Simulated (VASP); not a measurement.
# TiTl2I6O18 (R-3) in VASP: electric field gradients with PBE

Aim: the electric field gradients of TiTl2I6O18 with PBE.

All numbers are computed with VASP 6.6.1; they aren't measurements. Logs are shortened: lines on timing, memory, paths and dates and some standing lists are left out, and cuts for length are marked.

## 1. The cell of the first run

The structure is trigonal, space group R-3 (No. 148). The conventional cell has a = 11.417 Å, b = 11.417 Å, c = 11.395 Å, α = 90.00°, β = 90.00°, γ = 120.00°. Within 2.6 Å of Ti (site symmetry -3) lie 6 O at 1.93 Å. Tl (site symmetry 3) has 12 O at 2.92 to 3.60 Å and 1 Tl at 3.74 Å and 1 Ti at 3.83 Å and 3 I at 3.88 Å within 3.9 Å. Within 2.4 Å of I (site symmetry 1) lie 3 O at 1.79 to 1.87 Å. O (site symmetry 1) has 1 I at 1.87 Å and 1 Ti at 1.93 Å within 2.5 Å. Within 2.4 Å of O (site symmetry 1) lie 1 I at 1.81 Å. Within 2.4 Å of O (site symmetry 1) lie 1 I at 1.79 Å.

## 2. Electric field gradients, PBE

Contents of INCAR:

```
SYSTEM = TiTl2I6O18
  PREC = Accurate
  ENCUT = 520
  EDIFF = 1E-8
  ISMEAR = -1
  SIGMA = 0.02
  LREAL = Auto
  LASPH = .True.
  NELM = 60
  ALGO = Normal
  ISIF = 2
  LWAVE = .False.
  LCHARG = .False.
  GGA = PE
  LEFG = .True.
  NBANDS = 113
```

Contents of KPOINTS:

```
regular mesh
0
Gamma
  3 3 3
  0 0 0
```

Contents of POSCAR:

```
TiTl2I6O18
1.0
    5.7083500000      3.2957174091      3.7984333333
   -5.7083500000      3.2957174091      3.7984333333
    0.0000000000     -6.5914348183      3.7984333333
Ti Tl I O
1 2 6 18
Direct
    0.5000000000      0.5000000000      0.5000000000
    0.8360723333      0.8360723333      0.8360723333
    0.1639276667      0.1639276667      0.1639276667
    0.7057800000      0.1291170000      0.3391300000
    0.3391300000      0.7057800000      0.1291170000
    0.1291170000      0.3391300000      0.7057800000
    0.2942200000      0.8708830000      0.6608700000
    0.6608700000      0.2942200000      0.8708830000
    0.8708830000      0.6608700000      0.2942200000
    0.5497000000      0.3005670000      0.3399000000
    0.3399000000      0.5497000000      0.3005670000
    0.3005670000      0.3399000000      0.5497000000
    0.4503000000      0.6994330000      0.6601000000
    0.6601000000      0.4503000000      0.6994330000
    0.6994330000      0.6601000000      0.4503000000
    0.9078000000      0.2917670000      0.3866000000
    0.3866000000      0.9078000000      0.2917670000
    0.2917670000      0.3866000000      0.9078000000
    0.0922000000      0.7082330000      0.6134000000
    0.6134000000      0.0922000000      0.7082330000
    0.7082330000      0.6134000000      0.0922000000
    0.6822000000      0.0781670000      0.1001000000
    0.1001000000      0.6822000000      0.0781670000
    0.0781670000      0.1001000000      0.6822000000
    0.3178000000      0.9218330000      0.8999000000
    0.8999000000      0.3178000000      0.9218330000
    0.9218330000      0.8999000000      0.3178000000
```

Potentials or basis: VASP PAW PBE potentials, release 64 (Ti_sv, Tl_d, I, O).

Command:

```bash
cat potpaw_PBE.64/Ti_sv/POTCAR potpaw_PBE.64/Tl_d/POTCAR potpaw_PBE.64/I/POTCAR potpaw_PBE.64/O/POTCAR > POTCAR
mpirun -np 1 vasp_std > vasp.out
```

OUTCAR:

```text
SYSTEM = TiTl2I6O18
   PREC = Accurate
   ENCUT = 520
   EDIFF = 1E-8
   ISMEAR = -1
   LREAL = Auto
   LASPH = .True.
   NELM = 60
   ISIF = 2
   GGA = PE

 ion  position               nearest neighbor table
   1  0.500  0.500  0.500-  12 1.93  15 1.93  13 1.93  10 1.93  14 1.93  11 1.93
   2  0.836  0.836  0.836-  21 2.92  20 2.92  19 2.92  24 3.00  23 3.00  22 3.00   3 3.74
   3  0.164  0.164  0.164-  18 2.92  17 2.92  16 2.92  27 3.00  26 3.00  25 3.00   2 3.74
   4  0.706  0.129  0.339-  22 1.79  16 1.81  10 1.87  27 2.55  17 2.73
   5  0.339  0.706  0.129-  23 1.79  17 1.81  11 1.87  25 2.55  18 2.73
   6  0.129  0.339  0.706-  24 1.79  18 1.81  12 1.87  26 2.55  16 2.73
   7  0.294  0.871  0.661-  25 1.79  19 1.81  13 1.87  24 2.55  20 2.73
   8  0.661  0.294  0.871-  26 1.79  20 1.81  14 1.87  22 2.55  21 2.73
   9  0.871  0.661  0.294-  27 1.79  21 1.81  15 1.87  23 2.55  19 2.73
  10  0.550  0.301  0.340-   4 1.87   1 1.93
  11  0.340  0.550  0.301-   5 1.87   1 1.93
  12  0.301  0.340  0.550-   6 1.87   1 1.93
  13  0.450  0.699  0.660-   7 1.87   1 1.93
  14  0.660  0.450  0.699-   8 1.87   1 1.93
  15  0.699  0.660  0.450-   9 1.87   1 1.93
  16  0.908  0.292  0.387-   4 1.81   6 2.73   3 2.92
  17  0.387  0.908  0.292-   5 1.81   4 2.73   3 2.92
  18  0.292  0.387  0.908-   6 1.81   5 2.73   3 2.92
  19  0.092  0.708  0.613-   7 1.81   9 2.73   2 2.92
  20  0.613  0.092  0.708-   8 1.81   7 2.73   2 2.92
  21  0.708  0.613  0.092-   9 1.81   8 2.73   2 2.92
  22  0.682  0.078  0.100-   4 1.79   8 2.55   2 3.00
  23  0.100  0.682  0.078-   5 1.79   9 2.55   2 3.00
  24  0.078  0.100  0.682-   6 1.79   7 2.55   2 3.00
  25  0.318  0.922  0.900-   7 1.79   5 2.55   3 3.00
  26  0.900  0.318  0.922-   8 1.79   6 2.55   3 3.00
  27  0.922  0.900  0.318-   9 1.79   4 2.55   3 3.00

  LATTYP: Found a trigonal (rhomboedric) cell.
 ALAT       =     7.6075691749
 COS(alpha) =    -0.1260543756

  Lattice vectors:

 A1 = (   5.7083500000,   3.2957174091,   3.7984333333)
 A2 = (  -5.7083500000,   3.2957174091,   3.7984333333)
 A3 = (   0.0000000000,  -6.5914348183,   3.7984333333)

Analysis of symmetry for initial positions (statically):
=====================================================================
 Subroutine PRICEL returns:
 Original cell was already a primitive cell.

 Routine SETGRP: Setting up the symmetry group for a
 trigonal (rhombohedral) supercell.

 Subroutine GETGRP returns: Found  6 space group operations
 (whereof  6 operations were pure point group operations)
 out of a pool of 12 trial point group operations.

The static configuration has the point symmetry S_6 .

Analysis of symmetry for dynamics (positions and initial velocities):
=====================================================================
 Subroutine PRICEL returns:
 Original cell was already a primitive cell.

 Routine SETGRP: Setting up the symmetry group for a
 trigonal (rhombohedral) supercell.

 Subroutine GETGRP returns: Found  6 space group operations
 (whereof  6 operations were pure point group operations)
 out of a pool of 12 trial point group operations.

The dynamic configuration has the point symmetry S_6 .

 Subroutine INISYM returns: Found  6 space group operations
 (whereof  6 operations are pure point group operations),
 and found     1 'primitive' translations

----------------------------------------------------------------------------------------

                                     Primitive cell

  volume of cell :     428.7620

  direct lattice vectors                    reciprocal lattice vectors
     5.708350000  3.295717409  3.798433333     0.087590985  0.050570679  0.087755478
    -5.708350000  3.295717409  3.798433333    -0.087590985  0.050570679  0.087755478
     0.000000000 -6.591434818  3.798433333     0.000000000 -0.101141358  0.087755478

  length of vectors
[... 116 lines left out ...]
   NSW    =      0    number of steps for IOM
   IBRION =     -1    ionic relax: 0-MD 1-quasi-New 2-CG
   NFREE  =      0    steps in history (QN), initial steepest desc. (CG)
   ISIF   =      2    stress and relaxation
   ISYM   =      2    0-nonsym 1-usesym 2-fastsym
   POTIM  = 0.5000    time-step for ionic-motion
   TEBEG  =    0.0;   TEEND  =   0.0 temperature during run
   PSTRESS=    0.0 pullay stress
   NELECT =     188.0000    total number of electrons
   NUPDOWN=      -1.0000    fix difference up-down
   EMIN   =  10.00;   EMAX   =-10.00  energy-range for DOS
   EFERMI =   0.00;   METHOD = LEGACY
   ISMEAR =    -1;   SIGMA  =   0.02  broadening in eV -4-tet -1-fermi 0-gaus
   EFERMI_NEDOS =   21; number of points for ismear=-14 and -15
   IALGO  =     38    algorithm
   IMIX   =      4    mixing-type and parameters
     AMIX     =   0.40;   BMIX     =  1.00
     AMIX_MAG =   1.60;   BMIX_MAG =  1.00
  volume/ion in A,a.u.               =      15.88       107.16
  Fermi-wavevector in a.u.,A,eV,Ry     =   1.243718  2.350287 21.045969  1.546835
  Thomas-Fermi vector in A             =   2.378017
   LORBIT       =      0    0 simple, 1 ext, 2 COOP (PROOUT), +10 PAW based schemes
   GGA     = PE    functional components
   LHFCALC =     F    Hartree Fock is set to
   AEXX    =    0.0000 exact exchange contribution
   IVDW    =     0    specifies the selected vdW correction
   LEPSILON=     F    determine dielectric tensor
   LRPA    =     F    only Hartree local field effects (RPA)
 non-spin polarized calculation
  energy-cutoff  :      520.00
  volume of cell :      428.76
 maximum number of plane-waves:     11561
 NGX is ok and might be reduce to    60
   NGX = 29   NGY = 29   NGZ = 29

 number of electron     187.9999967 magnetization

 Free energy of the ion-electron system (eV)
  ---------------------------------------------------
  ext. energy  EPLUGINS =         0.00000000
  ---------------------------------------------------
  free energy    TOTEN  =      -129.45153318 eV

  energy without entropy =     -129.45153318  energy(sigma->0) =     -129.45153318

 E-fermi :   3.7613     XC(G=0):  -9.6798

 val. band max:        3.2840873652   @ k =   0.3333   0.3333   0.3333
 cond. band min:       6.0835350171   @ k =  -0.3333   0.3333   0.0000
 fundamental gap:      2.7994476519
 Fermi energy:         3.7612653545

 k-point     1 :       0.0000    0.0000    0.0000
  band No.  band energies     occupation
      1     -53.4467      2.00000
      2     -29.7644      2.00000
      3     -29.7027      2.00000
      4     -29.7027      2.00000
      5     -17.1538      2.00000
      6     -16.7685      2.00000
[... 643 lines left out ...]
    105       8.0038      0.00000
    106       8.0637      0.00000
 [bands above 106 left out]

------------------------ aborting loop because EDIFF is reached ----------------------------------------

  FORCE on cell =-STRESS in cart. coord.  units (eV):
  Direction    XX          YY          ZZ          XY          YZ          ZX
  --------------------------------------------------------------------------------------
  -------------------------------------------------------------------------------------
  Total       14.4596080     14.4596080     15.9468033      0.0000061     -0.0000000      0.0000000
  in kB       54.0319677     54.0319677     59.5892475      0.0000227     -0.0000000      0.0000000
  external PRESSURE =      55.8843943 kB  Pullay stress =       0.0000000 kB

 VOLUME and BASIS-vectors are now :
 -----------------------------------------------------------------------------
  energy-cutoff  :      520.00
  volume of cell :      428.76
      direct lattice vectors                 reciprocal lattice vectors
     5.708350000  3.295717409  3.798433333     0.087590985  0.050570679  0.087755478
    -5.708350000  3.295717409  3.798433333    -0.087590985  0.050570679  0.087755478
     0.000000000 -6.591434818  3.798433333     0.000000000 -0.101141358  0.087755478

 POSITION                                       TOTAL-FORCE (eV/Angst)
 -----------------------------------------------------------------------------------
      0.00000     -0.00000      5.69765         0.000000     -0.000000      0.000000
      0.00000     -0.00000      9.52730         0.000000      0.000000     -0.101849
      0.00000     -0.00000      1.86800         0.000000     -0.000000      0.101849
      3.29179      0.51623      4.45946         0.330160     -1.128504     -0.003561
     -2.09297      2.59266      4.45946         0.812233      0.850179     -0.003561
     -1.19883     -3.10889      4.45946        -1.142393      0.278325     -0.003561
[... 19 lines left out ...]
      3.32283     -2.06301      8.12687         0.639634      0.351957      0.522279
      0.12520      3.90916      8.12687        -0.624621      0.377961      0.522279
 -----------------------------------------------------------------------------------
    total drift:                                0.000000      0.000000      0.000000

  FREE ENERGIE OF THE ION-ELECTRON SYSTEM (eV)
  ---------------------------------------------------
  free  energy   TOTEN  =      -129.4515331838 eV

  energy  without entropy=     -129.4515331838  energy(sigma->0) =     -129.45153318

 Electric field gradients (V/A^2)
---------------------------------------------------------------------
 ion       V_xx      V_yy      V_zz      V_xy      V_xz      V_yz
---------------------------------------------------------------------
   1       1.939     1.939    -3.878     0.000    -0.000     0.000
   2     -16.898   -16.898    33.797    -0.000    -0.000     0.000
   3     -16.898   -16.898    33.797    -0.000     0.000     0.000
   4     269.940  -431.172   161.232   254.811    49.349   -82.293
   5     -35.221  -126.011   161.232  -430.996    46.593    83.884
   6    -476.567   315.335   161.232   176.185   -95.942    -1.591
[... 19 lines left out ...]
  26      25.385   -35.647    10.261    54.925    99.786    42.226
  27      27.178   -37.439    10.261   -53.890   -86.462    65.304
---------------------------------------------------------------------

 Electric field gradients after diagonalization (V/A^2)
 (convention: |V_zz| > |V_xx| > |V_yy|)
----------------------------------------------------------------------
 ion       V_xx      V_yy      V_zz     asymmetry (V_yy - V_xx)/ V_zz
----------------------------------------------------------------------
   1       1.939     1.939    -3.878       0.000
   2     -16.898   -16.898    33.797       0.000
   3     -16.898   -16.898    33.797       0.000
   4     355.275   171.443  -526.718       0.349
   5     355.275   171.443  -526.718       0.349
   6     355.275   171.443  -526.718       0.349
[... 19 lines left out ...]
  26     -83.897   -60.464   144.361       0.162
  27     -83.897   -60.464   144.361       0.162
----------------------------------------------------------------------

           NMR quadrupolar parameters

 Cq : quadrupolar parameter    Cq=e*Q*V_zz/h
 eta: asymmetry parameters     (V_yy - V_xx)/ V_zz
 Q  : nuclear electric quadrupole moment in mb (millibarn)
----------------------------------------------------------------------
 ion       Cq(MHz)       eta       Q (mb)
----------------------------------------------------------------------
   1      -0.009       0.000       1.000
   2       0.082       0.000       1.000
   3       0.082       0.000       1.000
   4      -1.274       0.349       1.000
   5      -1.274       0.349       1.000
   6      -1.274       0.349       1.000
[... 19 lines left out ...]
  26       0.349       0.162       1.000
  27       0.349       0.162       1.000
----------------------------------------------------------------------
```

Wall time 14 min (1 thread of Intel Xeon Platinum 8259CL at 2.50GHz (Skylake/Cascade Lake), shared host); peak memory 0.6 GiB.

Results:

```
Free energy                             : -129.4515 eV
Pressure                                : 5.6 GPa
Largest force                           : 1.176 eV/Å
Band gap on the k mesh                  : 2.80 eV (least direct gap 2.86 eV)
Largest electric field gradient by atom : Ti -3.9; Tl +33.8; I -526.7; O +121.4, +131.9, +144.4 (each value once) V/Å²
```

Forces in eV/Å, atoms in the order of the input:
```
Ti   0.000  0.000  0.000
Tl   0.000  0.000 -0.102
Tl   0.000  0.000  0.102
I    0.330 -1.129 -0.004
I    0.812  0.850 -0.004
I   -1.142  0.278 -0.004
I   -0.330  1.129  0.004
I   -0.812 -0.850  0.004
I    1.142 -0.278  0.004
O    0.035  0.238 -0.347
O   -0.223 -0.089 -0.347
O    0.188 -0.149 -0.347
O   -0.035 -0.238  0.347
O    0.223  0.089  0.347
O   -0.188  0.149  0.347
O    0.028  0.302  0.515
O   -0.276 -0.127  0.515
O    0.247 -0.175  0.515
O   -0.028 -0.302 -0.515
O    0.276  0.127 -0.515
O   -0.247  0.175 -0.515
O    0.015  0.730 -0.522
O   -0.640 -0.352 -0.522
O    0.625 -0.378 -0.522
O   -0.015 -0.730  0.522
O    0.640  0.352  0.522
O   -0.625  0.378  0.522
```

Levels at points of the mesh, in eV from the valence-band top:
```csv
k point,band 91,band 92,band 93,band 94,band 95,band 96,band 97,band 98
"(0.00, 0.00, 0.00)",-0.52,-0.52,-0.36,-0.07,2.98,3.01,3.01,3.98
```

Electric field gradients, principal values (V/Å²):
```tsv
atom	least	middle	greatest (by size)
1 Ti	1.939	1.939	-3.878
2 Tl	-16.898	-16.898	33.797
3 Tl	-16.898	-16.898	33.797
4 I	171.443	355.275	-526.718
5 I	171.443	355.275	-526.718
6 I	171.443	355.275	-526.718
7 I	171.443	355.275	-526.718
8 I	171.443	355.275	-526.718
9 I	171.443	355.275	-526.718
10 O	-55.089	-66.271	121.360
11 O	-55.089	-66.271	121.360
12 O	-55.089	-66.271	121.360
13 O	-55.089	-66.271	121.360
14 O	-55.089	-66.271	121.360
15 O	-55.089	-66.271	121.360
16 O	-60.176	-71.769	131.945
17 O	-60.176	-71.769	131.945
18 O	-60.176	-71.769	131.945
19 O	-60.176	-71.769	131.945
20 O	-60.176	-71.769	131.945
21 O	-60.176	-71.769	131.945
22 O	-60.464	-83.897	144.361
23 O	-60.464	-83.897	144.361
24 O	-60.464	-83.897	144.361
25 O	-60.464	-83.897	144.361
26 O	-60.464	-83.897	144.361
27 O	-60.464	-83.897	144.361
```

Caveat: the cell stands under pressure; without QUAD_EFG the Cq values of the log hold for a quadrupole moment of 1 mb, not for the nuclei; spin-orbit coupling is left out, which moves the levels of the heavy elements; forces of over 1 eV/Å act on the atoms, so gaps and moduli don't describe the material at rest. Expect the measured gap to be larger: semilocal functionals such as PBE lack the derivative discontinuity.
